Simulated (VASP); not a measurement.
Set up this calculation in VASP 6.6.1, as the native input.

```yaml
Task: relaxation of cell and atoms
Functional: PBE
Potentials_or_basis: VASP PAW PBE potentials, release 64 (Zn, Se)
Cutoff: 600 eV
k_mesh: 15 × 15 × 15
Occupations: fermi-dirac, width 0.08 eV
Spin: no spin polarisation
Dipole_correction: no
Further_INCAR_settings: ALGO = Normal; EDIFF = 1e-07; IBRION = 2; EDIFFG = -0.005; NSW = 60; ISIF = 3
```

The structure of ZnSe (CsCl type) lies in POSCAR:

```
ZnSe
1.0
    2.8798249876      0.0000000000      0.0000000000
    0.0000000000      2.8798249876      0.0000000000
    0.0000000000      0.0000000000      2.8798249876
Zn Se
1 1
Direct
    0.0000000000      0.0000000000      0.0000000000
    0.5000000000      0.5000000000      0.5000000000
```

One way to write it, as run:

INCAR

```
SYSTEM = ZnSe
ALGO = Normal
EDIFF = 1E-7
EDIFFG = -0.005
ENCUT = 600
GGA = PE
IBRION = 2
ISIF = 3
ISMEAR = -1
LASPH = .TRUE.
LCHARG = .FALSE.
LREAL = .FALSE.
LWAVE = .FALSE.
NELM = 80
NSW = 60
PREC = Accurate
SIGMA = 0.08
```

KPOINTS

```
k-points
0
G
  15 15 15
  0 0 0
```

Potentials or basis: VASP PAW PBE potentials, release 64 (Zn, Se).

Launch:

```bash
$ cat potpaw_PBE.64/Zn/POTCAR potpaw_PBE.64/Se/POTCAR > POTCAR
$ mpirun -np 1 vasp_std > vasp.out
```

Results of the run:

* Relaxed volume: 18.86 Å³/atom
* Relaxed cell: a = 3.354 Å, b = 3.354 Å, c = 3.354 Å, α = 90.00°, β = 90.00°, γ = 90.00°
* Space group after relaxing (to 0.1 Å): Pm-3m (No. 221)
* Energy gained by relaxing: 1181.9 meV/atom
* Ionic steps: 5
* Pressure after relaxing: 0.0 GPa
* Band gap on the k mesh: zero (bands 9 and 10 overlap by 1.59 eV)

Caveat: the volume moved by over 15 % at a fixed basis, so the end points are rough.

It took 3.2 min on 1 thread of Intel Xeon 8259CL (shared host), peak memory 0.18 GiB.
